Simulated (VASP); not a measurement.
# Au (Im-3m) in VASP: a series of runs

The runs below take Au through single point, relaxation of cell and atoms, with PBE.

Program: VASP 6.6.1. These are calculated values, not measurements. Logs are shortened: lines on timing, memory, paths and dates and some standing lists are left out, and cuts for length are marked.

### 1 The cell of the first run

Symmetry: Im-3m, No. 229, cubic system. The conventional cell has a = 3.302 Å, b = 3.302 Å, c = 3.302 Å, α = 90.00°, β = 90.00°, γ = 90.00°. Au (site symmetry m-3m) has 14 Au at 2.86 to 3.30 Å within 3.8 Å.

### 2 Single point, PBE

INCAR reads:

```
PREC     = Accurate       # precision mode
ENCUT    = 520            # plane-wave cutoff, eV
EDIFF    = 1E-7           # SCF threshold, eV
ISMEAR   = -1             # smearing method
SIGMA    = 0.08           # smearing width, eV
LREAL    = F              # projectors in reciprocal space
LASPH    = T              # aspherical terms in the spheres
NELM     = 60             # most SCF steps
ALGO     = Normal         # electronic algorithm
ISIF     = 2              # what is computed and relaxed
LWAVE    = F              # write WAVECAR
LCHARG   = F              # write CHGCAR
GGA      = PE             # functional
NBANDS   = 12             # bands
```

KPOINTS reads:

```
regular mesh
0
Gamma
  16 16 16
```

POSCAR reads:

```
Au
1.0
   -1.6509971092      1.6509971092      1.6509971092
    1.6509971092     -1.6509971092      1.6509971092
    1.6509971092      1.6509971092     -1.6509971092
Au
1
Direct
    0.0000000000      0.0000000000      0.0000000000
```

Potentials or basis: VASP PAW PBE potentials, release 64 (Au).

Command:

```bash
$ cat potpaw_PBE.64/Au/POTCAR > POTCAR
$ mpirun -np 1 vasp_std > vasp.out
```

OUTCAR:

```text
PREC = Accurate
   ENCUT = 520
   EDIFF = 1E-7
   ISMEAR = -1
   LREAL = F
   LASPH = T
   NELM = 60
   ISIF = 2
   GGA = PE

 ion  position               nearest neighbor table
   1  0.000  0.000  0.000-

  LATTYP: Found a body centered cubic cell.
 ALAT       =     3.3019942184

  Lattice vectors:

 A1 = (  -1.6509971092,   1.6509971092,   1.6509971092)
 A2 = (   1.6509971092,  -1.6509971092,   1.6509971092)
 A3 = (   1.6509971092,   1.6509971092,  -1.6509971092)

Analysis of symmetry for initial positions (statically):
=====================================================================
 Subroutine PRICEL returns:
 Original cell was already a primitive cell.

 Routine SETGRP: Setting up the symmetry group for a
 body centered cubic supercell.

 Subroutine GETGRP returns: Found 48 space group operations
 (whereof 48 operations were pure point group operations)
 out of a pool of 48 trial point group operations.

The static configuration has the point symmetry O_h .

Analysis of symmetry for dynamics (positions and initial velocities):
=====================================================================
 Subroutine PRICEL returns:
 Original cell was already a primitive cell.

 Routine SETGRP: Setting up the symmetry group for a
 body centered cubic supercell.

 Subroutine GETGRP returns: Found 48 space group operations
 (whereof 48 operations were pure point group operations)
 out of a pool of 48 trial point group operations.

The dynamic configuration has the point symmetry O_h .

 Subroutine INISYM returns: Found 48 space group operations
 (whereof 48 operations are pure point group operations),
 and found     1 'primitive' translations

----------------------------------------------------------------------------------------

                                     Primitive cell

  volume of cell :      18.0011

  direct lattice vectors                    reciprocal lattice vectors
    -1.650997109  1.650997109  1.650997109     0.000000000  0.302847290  0.302847290
     1.650997109 -1.650997109  1.650997109     0.302847290  0.000000000  0.302847290
     1.650997109  1.650997109 -1.650997109     0.302847290  0.302847290  0.000000000

  length of vectors
     2.859610876  2.859610876  2.859610876     0.428290745  0.428290745  0.428290745

  position of ions in fractional coordinates (direct lattice)
     0.000000000  0.000000000  0.000000000

  ion indices of the primitive-cell ions
   primitive index   ion index
                 1           1

----------------------------------------------------------------------------------------

 KPOINTS: regular mesh

Automatic generation of k-mesh.
 Grid dimensions read from file:
 generate k-points for:   16   16   16

 Generating k-lattice:

  Cartesian coordinates                     Fractional coordinates (reciprocal lattice)
     0.000000000  0.018927956  0.018927956     0.062500000  0.000000000  0.000000000
     0.018927956  0.000000000  0.018927956     0.000000000  0.062500000  0.000000000
     0.018927956  0.018927956  0.000000000     0.000000000  0.000000000  0.062500000

  Length of vectors
     0.026768172  0.026768172  0.026768172

  Shift w.r.t. Gamma in fractional coordinates (k-lattice)
     0.000000000  0.000000000  0.000000000

 Subroutine IBZKPT returns following result:
 ===========================================

 Found    145 irreducible k-points:

 Following reciprocal coordinates:
            Coordinates               Weight
  0.000000  0.000000  0.000000      1.000000
  0.062500  0.000000  0.000000     12.000000
  0.125000  0.000000  0.000000     12.000000
  0.187500  0.000000  0.000000     12.000000
  0.250000  0.000000  0.000000     12.000000
  0.312500  0.000000  0.000000     12.000000
[... 16 lines left out ...]
  0.187500  0.187500  0.000000     24.000000
  0.250000  0.187500  0.000000     48.000000
 [... further k-points ...]
   k-points           NKPTS =    145   k-points in BZ     NKDIM =    145   number of bands    NBANDS=     12
   number of dos      NEDOS =    301   number of ions     NIONS =      1
   total plane-waves  NPLWV =  13824
   dimension x,y,z NGX =    24 NGY =   24 NGZ =   24
   dimension x,y,z NGXF=    48 NGYF=   48 NGZF=   48
   ions per type =               1
   NGX,Y,Z   is equivalent  to a cutoff of  13.95, 13.95, 13.95 a.u.
   NGXF,Y,Z  is equivalent  to a cutoff of  27.91, 27.91, 27.91 a.u.
 SYSTEM =  unknown system
   PREC   = accura    normal or accurate (medium, high low for compatibility)
   ISTART =      0    job   : 0-new  1-cont  2-samecut
   ICHARG =      2    charge: 1-file 2-atom 10-const
   ISPIN  =      1    spin polarized calculation?
   LNONCOLLINEAR =      F non collinear calculations
   LSORBIT =      F    spin-orbit coupling
   LASPH  =      T    aspherical Exc in radial PAW
   ENCUT  =  520.0 eV  38.22 Ry    6.18 a.u.   5.32  5.32  5.32*2*pi/ulx,y,z
   NELM   =     60;   NELMIN=  2; NELMDL= -5     # of ELM steps
   EDIFF  = 0.1E-06   stopping-criterion for ELM
   LREAL  =      F    real-space projection
   EDIFFG = 0.1E-05   stopping-criterion for IOM
   NSW    =      0    number of steps for IOM
   IBRION =     -1    ionic relax: 0-MD 1-quasi-New 2-CG
   NFREE  =      0    steps in history (QN), initial steepest desc. (CG)
   ISIF   =      2    stress and relaxation
   ISYM   =      2    0-nonsym 1-usesym 2-fastsym
   POTIM  = 0.5000    time-step for ionic-motion
   TEBEG  =    0.0;   TEEND  =   0.0 temperature during run
   PSTRESS=    0.0 pullay stress
   NELECT =      11.0000    total number of electrons
   NUPDOWN=      -1.0000    fix difference up-down
   EMIN   =  10.00;   EMAX   =-10.00  energy-range for DOS
   EFERMI =   0.00;   METHOD = LEGACY
   ISMEAR =    -1;   SIGMA  =   0.08  broadening in eV -4-tet -1-fermi 0-gaus
   EFERMI_NEDOS =   21; number of points for ismear=-14 and -15
   IALGO  =     38    algorithm
   IMIX   =      4    mixing-type and parameters
     AMIX     =   0.40;   BMIX     =  1.00
     AMIX_MAG =   1.60;   BMIX_MAG =  1.00
  volume/ion in A,a.u.               =      18.00       121.48
  Fermi-wavevector in a.u.,A,eV,Ry     =   1.389226  2.625256 26.258530  1.929948
  Thomas-Fermi vector in A             =   2.513276
   LORBIT       =      0    0 simple, 1 ext, 2 COOP (PROOUT), +10 PAW based schemes
   GGA     = PE    functional components
[... 5 lines left out ...]
 non-spin polarized calculation
  energy-cutoff  :      520.00
  volume of cell :       18.00
 maximum number of plane-waves:       496
 NGX is ok and might be reduce to    24
   NGX = 11   NGY = 11   NGZ = 11

 number of electron      10.9999999 magnetization

 Free energy of the ion-electron system (eV)
  ---------------------------------------------------
  ext. energy  EPLUGINS =         0.00000000
  ---------------------------------------------------
  free energy    TOTEN  =        -3.20241449 eV

  energy without entropy =       -3.19616633  energy(sigma->0) =       -3.19929041

 E-fermi :   8.6402     XC(G=0): -12.3938

 val. band max:        8.5928267029   @ k =  -0.4375   0.4375   0.1250
 cond. band min:       8.6450576965   @ k =   0.3750   0.0625   0.0625
 fundamental gap:      0.0522309935
 Fermi energy:         8.6402198785

 k-point     1 :       0.0000    0.0000    0.0000
  band No.  band energies     occupation
      1      -0.6922      2.00000
      2       4.0048      2.00000
      3       4.0048      2.00000
      4       4.0048      2.00000
      5       5.7752      2.00000
      6       5.7752      2.00000
      7      25.0953      0.00000
      8      25.0953      0.00000
      9      25.0953      0.00000
     10      31.9479      0.00000
     11      31.9479      0.00000
     12      31.9479      0.00000

 k-point     2 :       0.0625    0.0000    0.0000
  band No.  band energies     occupation
      1      -0.5547      2.00000
      2       3.9628      2.00000
      3       4.0090      2.00000
      4       4.0987      2.00000
      5       5.7251      2.00000
      6       5.7780      2.00000
      7      25.0508      0.00000
      8      25.1235      0.00000
      9      25.2647      0.00000
     10      30.5180      0.00000
     11      30.5454      0.00000
     12      31.4395      0.00000

 k-point     3 :       0.1250    0.0000    0.0000
  band No.  band energies     occupation
      1      -0.1556      2.00000
      2       3.8455      2.00000
      3       4.0178      2.00000
      4       4.3742      2.00000
      5       5.6089      2.00000
      6       5.7878      2.00000
      7      24.5566      0.00000
      8      25.0314      0.00000
      9      25.7542      0.00000
     10      28.7094      0.00000
     11      29.3170      0.00000
     12      30.1243      0.00000
[... 286 lines left out ...]
 k-point    23 :       0.1875    0.1875    0.0000
  band No.  band energies     occupation
      1       2.0657      2.00000
      2       3.5709      2.00000
      3       3.7000      2.00000
      4       5.3834      2.00000
      5       5.9534      2.00000
      6       6.7383      2.00000
      7      18.5541      0.00000
      8      20.5916      0.00000
      9      23.7045      0.00000
     10      27.3134      0.00000
     11      30.8454      0.00000
     12      32.7363      0.00000

 k-point    24 :       0.2500    0.1875    0.0000
  band No.  band energies     occupation
      1       2.3881      2.00000
      2       3.4172      2.00000
      3       4.0602      2.00000
      4       5.4672      2.00000
      5       6.0056      2.00000
      6       7.7661      1.99996
      7      16.4021      0.00000
      8      19.3821      0.00000
      9      22.9792      0.00000
     10      27.8411      0.00000
     11      31.1535      0.00000
     12      33.3350      0.00000

 [... further k-points ...]
[... 5 lines left out ...]
  --------------------------------------------------------------------------------------
  -------------------------------------------------------------------------------------
  Total       -0.0257133     -0.0257133     -0.0257133     -0.0000000     -0.0000000      0.0000000
  in kB       -2.2886008     -2.2886008     -2.2886008     -0.0000000     -0.0000000      0.0000000
  external PRESSURE =      -2.2886008 kB  Pullay stress =       0.0000000 kB

 VOLUME and BASIS-vectors are now :
 -----------------------------------------------------------------------------
  energy-cutoff  :      520.00
  volume of cell :       18.00
      direct lattice vectors                 reciprocal lattice vectors
    -1.650997109  1.650997109  1.650997109     0.000000000  0.302847290  0.302847290
     1.650997109 -1.650997109  1.650997109     0.302847290  0.000000000  0.302847290
     1.650997109  1.650997109 -1.650997109     0.302847290  0.302847290  0.000000000

 POSITION                                       TOTAL-FORCE (eV/Angst)
 -----------------------------------------------------------------------------------
      0.00000      0.00000      0.00000         0.000000      0.000000      0.000000
 -----------------------------------------------------------------------------------
    total drift:                               -0.000000      0.000000     -0.000000

  FREE ENERGIE OF THE ION-ELECTRON SYSTEM (eV)
  ---------------------------------------------------
  free  energy   TOTEN  =        -3.2024144881 eV

  energy  without entropy=       -3.1961663316  energy(sigma->0) =       -3.19929041
```

It took 30 s on 1 thread of Intel Xeon 8259CL, shared host; peak memory 0.16 GiB.

What came out:

```yaml
Free_energy: -3.2024 eV
Pressure: -0.2 GPa
```

Caveat: spin-orbit coupling is left out, which moves the levels of the heavy elements.

[end of part 1 of 2]
